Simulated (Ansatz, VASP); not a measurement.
SnSe3 in VASP and in Ansatz

```
Sn Se
1.0
    -1.95643    1.95643    7.07969
     1.95643   -1.95643    7.07969
     1.95643    1.95643   -7.07969
Sn Se
1 3
Cartesian
  0.0000 0.0000 0.0000
  0.0000 0.0000 7.0797
  1.9564 0.0000 3.5398
  0.0000 1.9564 3.5398
```

Alike in both runs: functional PBE; k mesh 16 × 16 × 16; occupations gaussian, width 0.1 eV; no spin polarisation.

Ansatz relaxed the structure, and its values are those at the end. VASP's run is a single point on that final structure, the one shown.

|  | VASP | Ansatz |
| --- | --- | --- |
| version | VASP 6.6.1 | Ansatz 0.2.0 |
| potentials or method | VASP PAW PBE potentials, release 64 (Sn_d, Se), cutoff 500 eV | scalar-relativistic, plane waves, PAW |
| valence electrons in the cell | 32 | 62 |

|  | VASP | Ansatz | Ansatz less VASP |
| --- | --- | --- | --- |
| gap on the k mesh at the Fermi level (eV) | none | none | - |
| pressure (GPa) | 0.0 | 0.0 | +0.01 |

A gap of «none» marks a metal or a gap that the smearing closes. VASP's potentials hold 32 valence electrons a cell and Ansatz's 62, so a difference there can come from the potentials and not from the codes.
